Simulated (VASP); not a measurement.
A run of VASP 6.6.1 is set up as follows.

The input INCAR:

```
ALGO     = Fast           # electronic algorithm
EDIFF    = 1E-6           # SCF threshold, eV
EDIFFG   = -0.01          # ionic threshold
ENCUT    = 600            # plane-wave cutoff, eV
GGA      = PE             # functional
IBRION   = 2              # ionic algorithm
ISIF     = 3              # what is computed and relaxed
ISMEAR   = 0              # smearing method
LASPH    = True           # aspherical terms in the spheres
LCHARG   = False          # write CHGCAR
LREAL    = False          # projectors in reciprocal space
LWAVE    = False          # write WAVECAR
NELM     = 80             # most SCF steps
NSW      = 100            # ionic steps
PREC     = Accurate       # precision mode
SIGMA    = 0.1            # smearing width, eV
```

The input KPOINTS:

```
k-points
0
Gamma
  24 24 14
```

Contents of POSCAR:

```
AlRu
1.0
    2.8989879063      0.0000000000      0.0000000000
   -1.4494939531      2.5105971721      0.0000000000
    0.0000000000      0.0000000000      3.8875910292
Al Ru
1 1
Direct
    0.0000000000      0.0000000000      0.0000000000
    0.6666666667      0.3333333333      0.5000000000
```

Potentials or basis: VASP PAW PBE potentials, release 64 (Al, Ru_pv).

The run is started by

```sh
$ cat potpaw_PBE.64/Al/POTCAR potpaw_PBE.64/Ru_pv/POTCAR > POTCAR
$ mpirun -np 1 vasp_std > vasp.out
```

**Question.** Predict the space group after relaxing (to 0.1 Å).

**Answer.** P-6m2 (No. 187).

**Question.** What does it give for the band gap on the k mesh?

**Answer.** Zero (an odd number of electrons rules out a gap without spin polarisation).

Final structure:
```
Al Ru
1.0
     2.89641    0.00000    0.00000
    -1.44821    2.50837    0.00000
     0.00000    0.00000    3.88619
Al Ru
1 1
Cartesian
  -1.4482 2.5084 0.0000
  1.4482 0.8361 1.9431
```
